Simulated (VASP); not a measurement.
MgO: elastic constants with PBEsol

The system is MgO.

```xyz
2
Lattice="0.0000 2.1072 2.1072 2.1072 0.0000 2.1072 2.1072 2.1072 0.0000" Properties=species:S:1:pos:R:3 pbc="T T T"
Mg    0.0000    0.0000    0.0000
O     2.1072    2.1072    2.1072
```

```yaml
Program: VASP 6.6.1
Task: elastic constants
Functional: PBEsol
Potentials_or_basis: VASP PAW PBE potentials, release 64 (Mg, O)
Cutoff: 600 eV
k_mesh: 10 × 10 × 10
Occupations: gaussian, width 0.01 eV
Spin: no spin polarisation
Dipole_correction: no
Ions_in_elastic_constants: relaxed
Further_INCAR_settings: ALGO = Normal; EDIFF = 1e-08; IBRION = 6; POTIM = 0.015; NSW = 1; ISIF = 3
```

The elastic constants C11, C12, C44 are 294, 90, 145 GPa, the voigt bulk modulus is 158 GPa and the highest phonon frequency at Γ, LO-TO splitting left out is 390 cm⁻¹.

Phonon frequencies in cm⁻¹ (negative: imaginary):
```tsv
q point	frequencies
(0.000, 0.000, 0.000)	0 0 0 390 390 390
```

Elastic tensor in Voigt notation (GPa, in the Cartesian axes of the cell as first typed):
```
294  90  90   0   0   0
 90 294  90   0   0   0
 90  90 294   0   0   0
  0   0   0 145   0   0
  0   0   0   0 145   0
  0   0   0   0   0 145
```

Clamped-ion elastic tensor (GPa):
```
294  90  90   0   0   0
 90 294  90   0   0   0
 90  90 294   0   0   0
  0   0   0 145   0   0
  0   0   0   0 145   0
  0   0   0   0   0 145
```

It took 4.2 min on 1 thread of Intel Xeon 8259CL, on a shared host, peak memory 0.24 GiB.

Caveat: the PAW data sets were made with another functional, which shifts forces and pressure a little.
